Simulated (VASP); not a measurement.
A run of VASP 6.6.1 is set up as follows.

Contents of INCAR:

```
PREC     = Accurate       # precision mode
ENCUT    = 910            # plane-wave cutoff, eV
EDIFF    = 1E-7           # SCF threshold, eV
ISMEAR   = 0              # smearing method
SIGMA    = 0.1            # smearing width, eV
LREAL    = F              # projectors in reciprocal space
LASPH    = T              # aspherical terms in the spheres
NELM     = 120            # most SCF steps
ALGO     = Normal         # electronic algorithm
ISIF     = 3              # what is computed and relaxed
LWAVE    = F              # write WAVECAR
LCHARG   = F              # write CHGCAR
GGA      = PE             # functional
IBRION   = 2              # ionic algorithm
NSW      = 90             # ionic steps
EDIFFG   = -0.04          # ionic threshold
GGA_COMPAT= F            
NELMIN   = 4
```

File KPOINTS:

```
Automatic mesh
0
Gamma
  4 4 4
```

File POSCAR:

```
BiO
1.0
    3.7477193100      0.0000000000      0.0000000000
    0.0000000000      3.7477193100      0.0000000000
    0.0000000000      0.0000000000      5.3000754700
Bi O
2 2
Direct
    0.5000000000      0.0000000000      0.7500000000
    0.0000000000      0.5000000000      0.2500000000
    0.0000000000      0.0000000000      0.0000000000
    0.5000000000      0.5000000000      0.0000000000
```

Potentials or basis: VASP PAW PBE potentials, release 64 (Bi_d, O_h).

The run is started by

```sh
$ cat potpaw_PBE.64/Bi_d/POTCAR potpaw_PBE.64/O_h/POTCAR > POTCAR
$ mpirun -np 1 vasp_std > vasp.out
```

**Question.** What does it give for the relaxed cell?

**Answer.** a = 4.018 Å, b = 4.018 Å, c = 4.877 Å, α = 90.00°, β = 90.00°, γ = 90.00°.

**Question.** Estimate the band gap on the k mesh.

**Answer.** Zero (bands 21 and 22 overlap by 2.67 eV).

**Question.** Estimate the space group after relaxing (to 0.1 Å).

**Answer.** P4/nmm (No. 129).

**Question.** Predict the relaxed volume.

**Answer.** 19.68 Å³/atom.

Final structure:
```yaml
crystal:
  lattice:
    - [4.01786, 0.00000, 0.00000]
    - [0.00000, 4.01786, 0.00000]
    - [0.00000, 0.00000, 4.87745]
  atoms:
    - { symbol: Bi, position: [0.50000, 0.00000, 0.73917] }
    - { symbol: Bi, position: [0.00000, 0.50000, 0.26083] }
    - { symbol: O, position: [0.00000, 0.00000, 0.00000] }
    - { symbol: O, position: [0.50000, 0.50000, 0.00000] }
```

Caveat: the k points lie up to 0.39 Å⁻¹ apart in the final cell, too coarse for converged energies and pressures of a metal; the cell differs from its parent crystal (atoms taken out); the cutoff is under 1.25 times the usual one of these potentials, so pressure, stress and relaxed cells hold a basis-set (Pulay) error; spin-orbit coupling is left out, which moves the levels of the heavy elements.
